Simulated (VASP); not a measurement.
Input of a VASP 6.6.1 run:

The input INCAR:

```
PREC     = Accurate       # precision mode
ENCUT    = 520            # plane-wave cutoff, eV
EDIFF    = 1E-6           # SCF threshold, eV
ISMEAR   = 0              # smearing method
SIGMA    = 0.15           # smearing width, eV
LREAL    = False          # projectors in reciprocal space
LASPH    = True           # aspherical terms in the spheres
NELM     = 100            # most SCF steps
ALGO     = Fast           # electronic algorithm
ISIF     = 2              # what is computed and relaxed
LWAVE    = False          # write WAVECAR
LCHARG   = True           # write CHGCAR
LELF     = True           # ELF
LVHAR    = True         
NBANDS   = 13             # bands
```

KPOINTS

```
Automatic mesh
0
Gamma
  22 22 22
```

Contents of POSCAR:

```
W
1.0
   -1.7270326038      1.5316219523      1.5316219523
    1.5316219523     -1.7270326038      1.5316219523
    1.5316219523      1.5316219523     -1.7270326038
W
1
Direct
    0.0000000000      0.0000000000      0.0000000000
```

Potentials or basis: VASP PAW LDA potentials, release 64 (W_sv).

Launch:

```sh
$ cat potpaw_LDA.64/W_sv/POTCAR > POTCAR
$ mpirun -np 1 vasp_std > vasp.out
```

Q: Estimate the band gap on the k mesh.

A: Zero (bands 7 and 8 overlap by 5.69 eV).

Q: Predict the pressure.

A: 51.0 GPa.

Stress tensor (GPa, compression positive):
```
50.97 42.76 42.76
42.76 50.97 42.76
42.76 42.76 50.97
```

Caveat: the cell stands under pressure; spin-orbit coupling is left out, which moves the levels of the heavy elements.
